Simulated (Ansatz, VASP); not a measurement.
# ZnCd3Te4 in VASP and in Ansatz

The input INCAR:

```
  ALGO = Normal
  EDIFF = 1E-7
  ENCUT = 520
  GGA = PE
  ISIF = 2
  ISMEAR = 0
  LASPH = True
  LCHARG = False
  LREAL = False
  LWAVE = False
  NBANDS = 46
  NELM = 60
  PREC = Accurate
  SIGMA = 0.1
```

KPOINTS

```
k-points
0
Gamma
  4 4 2
```

The input POSCAR:

```
ZnCd3Te4
1.0
    4.5958892000      0.0000000000      0.0000000000
    0.0000000000      4.5958892000      0.0000000000
    0.0000000000      0.0000000000     13.0604635000
Zn Cd Te
1 3 4
Direct
    0.0000000000      0.0000000000      0.0000000000
    0.5000000000      0.5000000000      0.7589550000
    0.0000000000      0.0000000000      0.5000000000
    0.5000000000      0.5000000000      0.2410450000
    0.5000000000      0.0000000000      0.6294940000
    0.0000000000      0.5000000000      0.3705060000
    0.5000000000      0.0000000000      0.1109910000
    0.0000000000      0.5000000000      0.8890090000
```

Input for Ansatz:

```yaml
crystal:
  lattice:
    - [4.5958892, 0.0, 0.0]
    - [0.0, 4.5958892, 0.0]
    - [0.0, 0.0, 13.0604635]
  atoms:
    - { symbol: Zn, position: [0.0, 0.0, 0.0] }
    - { symbol: Cd, position: [0.5, 0.5, 0.758955] }
    - { symbol: Cd, position: [0.0, 0.0, 0.5] }
    - { symbol: Cd, position: [0.5, 0.5, 0.241045] }
    - { symbol: Te, position: [0.5, 0.0, 0.629494] }
    - { symbol: Te, position: [0.0, 0.5, 0.370506] }
    - { symbol: Te, position: [0.5, 0.0, 0.110991] }
    - { symbol: Te, position: [0.0, 0.5, 0.889009] }
basis:
  ecutwfc: 420
kpoints:
  mp_grid: { grid: [4, 4, 2] }
hamiltonian:
  xc: pbe
scf:
  occupations: { method: gaussian, width: 0.1 }
  lower_state_search: "off"
output:
  forces: true
  stress: true
  eigenvalues: true
```

Alike in both runs: task single point; functional PBE; k mesh 4 × 4 × 2; occupations gaussian, width 0.1 eV; no spin polarisation.

|  | VASP | Ansatz |
| --- | --- | --- |
| version | VASP 6.6.1 | Ansatz 0.2.0 |
| potentials or method | VASP PAW PBE potentials, release 64 (Zn, Cd, Te), cutoff 520 eV | scalar-relativistic, plane waves, PAW |
| valence electrons in the cell | 72 | 136 |

|  | VASP | Ansatz | Ansatz less VASP |
| --- | --- | --- | --- |
| gap on the k mesh at the Fermi level (eV) | 0.63 | 0.63 | +0.002 |
| least direct gap on the mesh (eV) | 0.63 | 0.63 | +0.002 |
| pressure (GPa) | 0.2 | 0.0 | -0.10 |
| traceless stress, the component that is largest in VASP (GPa) | -0.12 | -0.12 | 0.000 |
| rms of the force components (eV/Å) | 0.006 | 0.004 | -0.0021 |

Atom by atom the forces differ by 0.002 eV/Å (rms over components). VASP's potentials hold 72 valence electrons a cell and Ansatz's 136, so a difference there can come from the potentials and not from the codes.

Neither program's run includes spin-orbit coupling.
